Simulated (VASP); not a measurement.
# MoW3: single point with PBE

The system is MoW3.

```
CELL_PARAMETERS angstrom
6.89488 0.00000 0.00000
0.00000 6.89488 0.00000
0.00000 0.00000 6.89488
ATOMIC_POSITIONS crystal
Mo 0.50000 0.50000 0.50000
Mo 0.00000 0.00000 0.00000
W 0.34245 0.00000 0.00000
W 0.65755 0.00000 0.00000
W 0.00000 0.34245 0.00000
W 0.00000 0.65755 0.00000
W 0.00000 0.00000 0.34245
W 0.00000 0.00000 0.65755
```

The cell was generated, and may not be a known phase.

```yaml
Program: VASP 6.6.1
Task: single point
Functional: PBE
Potentials_or_basis: VASP PAW PBE potentials, release 64 (Mo_sv, W_sv)
Cutoff: 500 eV
k_mesh: 4 × 4 × 4
Occupations: gaussian, width 0.1 eV
Spin: no spin polarisation
Dipole_correction: no
Second_try: not_converged
Further_INCAR_settings: ALGO = All; EDIFF = 1e-06; NBANDS = 66
```

The pressure is 1.1 GPa. The largest force is 0.494 eV/Å and the band gap on the k mesh is zero (bands 56 and 57 overlap by 0.03 eV).

Forces on the atoms (eV/Å):
```
Mo   0.000  0.000  0.000
Mo   0.000  0.000  0.000
W   -0.494  0.000  0.000
W    0.494  0.000  0.000
W    0.000 -0.494  0.000
W    0.000  0.494  0.000
W    0.000  0.000 -0.494
W    0.000  0.000  0.494
```

Levels at points of the mesh, in eV from the Fermi level:
| k point | band 53 | band 54 | band 55 | band 56 | band 57 | band 58 | band 59 | band 60 |
| --- | --- | --- | --- | --- | --- | --- | --- | --- |
| (0.00, 0.00, 0.00) | -0.32 | -0.11 | -0.04 | -0.04 | 0.19 | 0.19 | 0.19 | 0.47 |
| (0.50, 0.00, 0.00) | -0.67 | -0.04 | 0.04 | 0.04 | 0.04 | 0.06 | 0.06 | 0.09 |
| (0.50, 0.50, 0.00) | -0.64 | -0.64 | -0.16 | -0.03 | 0.02 | 0.04 | 0.04 | 0.18 |
| (0.50, 0.50, 0.50) | -0.25 | -0.25 | -0.11 | -0.11 | 0.03 | 0.03 | 0.03 | 0.17 |

It took 5.3 min on 4 MPI ranks on AMD EPYC 9R45 96-Core Processor (Zen 5), with other jobs on the host, peak memory 0.57 GiB a rank.

Caveat: spin-orbit coupling is left out, which moves the levels of the heavy elements.
